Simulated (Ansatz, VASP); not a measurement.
Al: VASP beside Ansatz

File INCAR:

```
  ALGO = Normal
  EDIFF = 1E-6
  ENCUT = 520
  GGA = PE
  ISIF = 2
  ISMEAR = 0
  IVDW = 12
  LASPH = True
  LCHARG = False
  LREAL = False
  LWAVE = False
  NBANDS = 14
  NELM = 80
  PREC = Accurate
  SIGMA = 0.15
```

File KPOINTS:

```
k-points
0
Gamma
  18 18 4
```

The input POSCAR:

```
Al
1.0
    2.7750000000      0.0000000000      0.0000000000
   -1.3875000000      2.4032204955      0.0000000000
    0.0000000000      0.0000000000      9.6403000000
Al
4
Direct
    0.0000000000      0.0000000000      0.0000000000
    0.3333333333      0.6666666667      0.2500000000
    0.0000000000      0.0000000000      0.5000000000
    0.6666666667      0.3333333333      0.7500000000
```

Input for Ansatz:

```yaml
crystal:
  lattice:
    - [2.775, 0.0, 0.0]
    - [-1.3875, 2.4032204955, 0.0]
    - [0.0, 0.0, 9.6403]
  atoms:
    - { symbol: Al, position: [0.0, 0.0, 0.0] }
    - { symbol: Al, position: [0.3333333333, 0.6666666667, 0.25] }
    - { symbol: Al, position: [0.0, 0.0, 0.5] }
    - { symbol: Al, position: [0.6666666667, 0.3333333333, 0.75] }
basis:
  ecutwfc: 420
kpoints:
  mp_grid: { grid: [18, 18, 4] }
hamiltonian:
  xc: pbe
  pseudopotentials: { kind: paw, azcp: { folder: soft_1 } }
  dispersion: d3bj
scf:
  occupations: { method: gaussian, width: 0.15 }
output:
  forces: true
  stress: true
  eigenvalues: true
```

Alike in both runs: task single point; functional PBE; dispersion D3(BJ); k mesh 18 × 18 × 4; occupations gaussian, width 0.15 eV; no spin polarisation.

|  | VASP | Ansatz |
| --- | --- | --- |
| version | VASP 6.6.1 | Ansatz 0.2.0 |
| potentials or method | VASP PAW PBE potentials, release 64 (Al), cutoff 520 eV | scalar-relativistic, plane waves, PAW |
| valence electrons in the cell | 12 | 12 |

|  | VASP | Ansatz | Ansatz less VASP |
| --- | --- | --- | --- |
| gap on the k mesh at the Fermi level (eV) | none | none | - |
| pressure (GPa) | -0.7 | -0.7 | 0.00 |
| traceless stress, the component that is largest in VASP (GPa) | -3.30 | -3.30 | -0.005 |

A gap of «none» marks a metal or a gap that the smearing closes.
